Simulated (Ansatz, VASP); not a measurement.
**AlN in VASP and in Ansatz**

```
Al N
1.0
     0.00000    1.65407    1.65407
     1.65407    0.00000    1.65407
     1.65407    1.65407    0.00000
Al N
1 1
Direct
  0.00000 0.00000 0.00000
  0.50000 0.50000 0.50000
```

Change from the starting cell: volume scaled by 0.55, PAW files.

Alike in both runs: task single point; functional r2SCAN; k mesh 15 × 15 × 15; occupations fermi-dirac, width 0.05 eV; no spin polarisation.

```csv
,VASP,Ansatz
version,VASP 6.6.1,Ansatz 0.2.0
potentials or method,"VASP PAW PBE potentials, release 64 (Al, N)","PAW with Ansatz's default frozen-core files, scalar-relativistic"
plane-wave cutoff (eV),520,500
valence electrons in the cell,8,8
```

|  | VASP | Ansatz | Ansatz less VASP |
| --- | --- | --- | --- |
| gap on the k mesh at the Fermi level (eV) | 3.98 | 4.06 | +0.082 |
| pressure (GPa) | 523.2 | 509.1 | -14.10 |

VASP's potentials were made for PBE, not for r2SCAN. Both programs put the cell under a high pressure, so it lies far from rest at this level.

Noted on VASP's run: the cell as given lies far from equilibrium.
